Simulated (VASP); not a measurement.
AlSn4:

```
Al Sn
1.0
     3.85368   -4.62151    0.00000
     3.85368    4.62151    0.00000
     0.00000    0.00000    3.51160
Al Sn
1 4
Direct
  0.50000 0.50000 0.50000
  0.73274 0.26726 0.50000
  0.28356 0.28356 0.00000
  0.71644 0.71644 0.00000
  0.26726 0.73274 0.50000
```

```yaml
Program: VASP 6.6.1
Task: relaxation of cell and atoms
Functional: PBE
Potentials_or_basis: VASP PAW PBE potentials, release 64 (Al, Sn_d)
Cutoff: 600 eV
k_mesh: 4 × 4 × 6
Occupations: gaussian, width 0.1 eV
Spin: no spin polarisation
```

At the start: pressure 28.0 GPa; volume 25.02 Å³/atom.

Problem. Where does the relaxation end?

Solution. Over 34 steps the energy falls by 1258.7 meV/atom and the volume is 27.52 Å³/atom (+10.0 %); space group Cmmm (No. 65, to 0.05 Å).

The path:
```
step  energy change (eV)  largest force (eV/Å)  pressure (GPa)  volume (Å³)
   1              0.0000                8.1869           28.00       125.08
   2             -3.2442                0.2073           -6.27       220.56
   3             -4.8642                1.1211           -1.96       169.31
   4             -4.8717                1.1877           -1.52       167.77
   5             -4.8744                1.2558           -1.30       166.31
   6             -4.1738                2.5746            6.70       144.79
   7             -4.8844                1.2922           -1.16       165.41
   8             -5.1130                1.1409           -1.45       161.35
   9             -5.6954                0.9578           -1.41       149.34
  10             -5.6558                1.0041            7.11       126.29
  11             -5.9435                1.2204            0.13       140.41
  12             -5.9782                1.3092            1.64       135.32
  13             -6.1113                0.7566            1.54       134.94
  14             -6.1364                0.3964            1.87       134.67
  15             -6.1979                0.3517            0.22       138.25
  16             -6.2132                0.3290           -0.72       141.03
  17             -6.2319                0.2457           -0.45       139.98
  18             -6.2494                0.1248            0.16       138.14
  19             -6.2509                0.1158            0.41       137.42
  20             -6.2546                0.0806            0.07       138.35
  21             -6.2554                0.0635           -0.11       138.90
  22             -6.2582                0.0570           -0.08       138.83
  23             -6.2669                0.0657           -0.02       138.64
  24             -6.2808                0.1034            0.09       138.20
  25             -6.2815                0.1243            0.20       137.96
  26             -6.2838                0.1157            0.10       138.36
  27             -6.2897                0.0934           -0.31       139.56
  28             -6.2804                0.0914           -0.93       141.93
  29             -6.2905                0.0853           -0.29       140.04
  30             -6.2882                0.0699           -0.70       140.99
  31             -6.2904                0.0734           -0.33       140.32
  32             -6.2899                0.0617           -0.58       140.57
  33             -6.2903                0.0683           -0.55       140.39
  34             -6.2934                0.0122            0.04       137.61
```

Final structure:
```
Al Sn
1.0
     4.16539   -4.59168    0.00000
     4.16539    4.59168    0.00000
     0.00000    0.00000    3.59747
Al Sn
1 4
Cartesian
  4.1654 0.0000 1.7987
  4.1654 -2.8406 1.7987
  1.8982 0.0000 0.0000
  6.4326 0.0000 0.0000
  4.1654 2.8406 1.7987
```
